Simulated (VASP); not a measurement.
Wanted: the native input for a VASP 6.6.1 run.

```yaml
Task: single point
Functional: BLYP
Potentials_or_basis: VASP PAW PBE potentials, release 64 (Hg)
Cutoff: 520 eV
k_mesh: 8 × 8 × 8
Occupations: fermi-dirac, width 0.1 eV
Spin: no spin polarisation
Dipole_correction: no
Further_INCAR_settings: ALGO = Normal; EDIFF = 1e-07; NBANDS = 12
```

The structure of Hg lies in POSCAR:

```
Hg
1.0
   -3.3878873213      3.3878873213      3.3878873213
    3.3878873213     -3.3878873213      3.3878873213
    3.3878873213      3.3878873213     -3.3878873213
Hg
1
Direct
    0.0000000000      0.0000000000      0.0000000000
```

These files were run (other wordings do the same):

INCAR

```
AGGAC    = 1.0          
AGGAX    = 1.0          
ALDAC    = 0.0          
ALDAX    = 1.0          
ALGO     = Normal         # electronic algorithm
EDIFF    = 1E-7           # SCF threshold, eV
ENCUT    = 520            # plane-wave cutoff, eV
GGA      = B5             # functional
ISIF     = 2              # what is computed and relaxed
ISMEAR   = -1             # smearing method
LASPH    = True           # aspherical terms in the spheres
LCHARG   = True           # write CHGCAR
LELF     = True           # ELF
LREAL    = False          # projectors in reciprocal space
LVHAR    = True         
LWAVE    = False          # write WAVECAR
NBANDS   = 12             # bands
NELM     = 100            # most SCF steps
PREC     = Accurate       # precision mode
SIGMA    = 0.1            # smearing width, eV
```

KPOINTS

```
k-points
0
Gamma
  8 8 8
```

Potentials or basis: VASP PAW PBE potentials, release 64 (Hg).

The run is started by

```console
$ cat potpaw_PBE.64/Hg/POTCAR > POTCAR
$ mpirun -np 1 vasp_std > vasp.out
```

It gave:

| Quantity | Value |
| --- | --- |
| Pressure | 0.0 GPa |
| Band gap on the k mesh | 4.75 eV (least direct gap 4.89 eV) |

Caveat: the PAW data sets were made with another functional, which shifts forces and pressure a little; spin-orbit coupling is left out, which moves the levels of the heavy elements.

Run time: 50 s on 1 thread of Intel(R) Xeon(R) 6975P-C (Granite Rapids), on a shared host, peak memory 0.31 GiB.
